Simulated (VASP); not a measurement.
Write the native input for VASP 6.6.1 that does the following.

```
Task                   : single point
Functional             : PBE
Potentials or basis    : VASP PAW PBE potentials, release 64 (B, N)
Cutoff                 : 520 eV
k mesh                 : 6 × 6 × 6
Occupations            : gaussian, width 0.05 eV
Spin                   : no spin polarisation
Dipole correction      : no
Further INCAR settings : ALGO = Normal; EDIFF = 1e-06; NBANDS = 16
```

The structure of BN lies in POSCAR:

```
BN
1.0
    0.0000000000     -1.8123937734     -1.8848895243
   -1.8848895243      0.0000000000     -1.8848895243
    1.8848895243      1.8123937734     -3.7697790487
B N
2 2
Direct
    0.0000000000      0.0000000000      0.0000000000
    0.5000000000      0.5000000000      0.5000000000
    0.3750000000      0.3750000000      0.8750000000
    0.8750000000      0.8750000000      0.3750000000
```

One way to write it, as run:

INCAR

```
SYSTEM = BN
ALGO = Normal ; EDIFF = 1E-6
ENCUT = 520 ; GGA = PE
ISIF = 2 ; ISMEAR = 0
LASPH = .TRUE. ; LCHARG = .FALSE.
LREAL = .FALSE. ; LWAVE = .FALSE.
NBANDS = 16 ; NELM = 80
PREC = Accurate ; SIGMA = 0.05
```

KPOINTS

```
k-points
0
G
  6 6 6
  0 0 0
```

Potentials or basis: VASP PAW PBE potentials, release 64 (B, N).

The run is started by

```console
$ cat potpaw_PBE.64/B/POTCAR potpaw_PBE.64/N/POTCAR > POTCAR
$ mpirun -np 1 vasp_std > vasp.out
```

It gave:

| Property | Result |
| --- | --- |
| Pressure | -25.2 GPa |
| Band gap on the k mesh | 3.74 eV |

Caveat: the k points lie up to 0.48 Å⁻¹ apart.

It took 9.9 s on 1 thread of Intel(R) Xeon(R) 6975P-C (Granite Rapids), with other jobs on the host, peak memory 0.14 GiB.
